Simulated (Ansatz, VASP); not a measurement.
# AlGa3N4: VASP beside Ansatz

INCAR

```
PREC     = Accurate       # precision mode
ENCUT    = 520            # plane-wave cutoff, eV
EDIFF    = 1E-7           # SCF threshold, eV
ISMEAR   = 0              # smearing method
SIGMA    = 0.05           # smearing width, eV
LREAL    = False          # projectors in reciprocal space
LASPH    = True           # aspherical terms in the spheres
NELM     = 60             # most SCF steps
ALGO     = Normal         # electronic algorithm
ISIF     = 2              # what is computed and relaxed
LWAVE    = False          # write WAVECAR
LCHARG   = True           # write CHGCAR
GGA      = CA             # functional
LELF     = True           # ELF
LVHAR    = True         
NBANDS   = 41             # bands
```

The input KPOINTS:

```
regular mesh
0
Gamma
  6 6 6
```

File POSCAR:

```
AlGa3N4
1.0
    4.4891589839      0.1382149876      0.1382149876
    0.1382149876      4.4891589839      0.1382149876
    0.1382149876      0.1382149876      4.4891589839
Al Ga N
1 3 4
Direct
    0.0000000000      0.0000000000      0.0000000000
    0.5000000000      0.5000000000      0.0000000000
    0.5000000000      0.0000000000      0.5000000000
    0.0000000000      0.5000000000      0.5000000000
    0.7548078379      0.7548078379      0.2451921621
    0.7548078379      0.2451921621      0.7548078379
    0.2451921621      0.7548078379      0.7548078379
    0.2451921621      0.2451921621      0.2451921621
```

Input for Ansatz:

```yaml
crystal:
  lattice:
    - [4.4891589839, 0.1382149876, 0.1382149876]
    - [0.1382149876, 4.4891589839, 0.1382149876]
    - [0.1382149876, 0.1382149876, 4.4891589839]
  atoms:
    - { symbol: Al, position: [0.0, 0.0, 0.0] }
    - { symbol: Ga, position: [0.5, 0.5, 0.0] }
    - { symbol: Ga, position: [0.5, 0.0, 0.5] }
    - { symbol: Ga, position: [0.0, 0.5, 0.5] }
    - { symbol: "N", position: [0.7548078379, 0.7548078379, 0.2451921621] }
    - { symbol: "N", position: [0.7548078379, 0.2451921621, 0.7548078379] }
    - { symbol: "N", position: [0.2451921621, 0.7548078379, 0.7548078379] }
    - { symbol: "N", position: [0.2451921621, 0.2451921621, 0.2451921621] }
basis:
  ecutwfc: 520.0
kpoints:
  mp_grid: { grid: [6, 6, 6] }
hamiltonian:
  xc: lda
  pseudopotentials: { kind: paw, azcp: { folder: soft_1 } }
scf:
  occupations: { method: gaussian, width: 0.05 }
output:
  forces: true
  stress: true
  eigenvalues: true
  write_density: true
  write_potential: true
  elf: true
  volumetric_format: npy
```

Alike in both runs: task single point; functional LDA; k mesh 6 × 6 × 6; occupations gaussian, width 0.05 eV; no spin polarisation.

|  | VASP | Ansatz |
| --- | --- | --- |
| version | VASP 6.6.1 | Ansatz 0.2.0 |
| potentials or method | VASP PAW LDA potentials, release 64 (Al, Ga_d, N), cutoff 520 eV | scalar-relativistic, plane waves, PAW |
| valence electrons in the cell | 62 | 62 |

Ansatz gave:

```
gap on the k mesh at the Fermi level (eV)                     : 1.91
least direct gap on the mesh (eV)                             : 1.91
pressure (GPa)                                                : -5.3
traceless stress, the component that is largest in VASP (GPa) : -10.53
rms of the force components (eV/Å)                            : 0.247
```

Q: Estimate VASP's values.

A: gap on the k mesh at the Fermi level (eV): 1.91; least direct gap on the mesh (eV): 1.91; pressure (GPa): -4.4; traceless stress, the component that is largest in VASP (GPa): -10.71; rms of the force components (eV/Å): 0.267.

Ansatz warns that its potentials were made for another functional, while VASP's fit it. LDA's correlation is that of Perdew and Zunger in VASP and of Perdew and Wang (1992) in Ansatz. Atom by atom the forces differ by 0.023 eV/Å (rms over components).
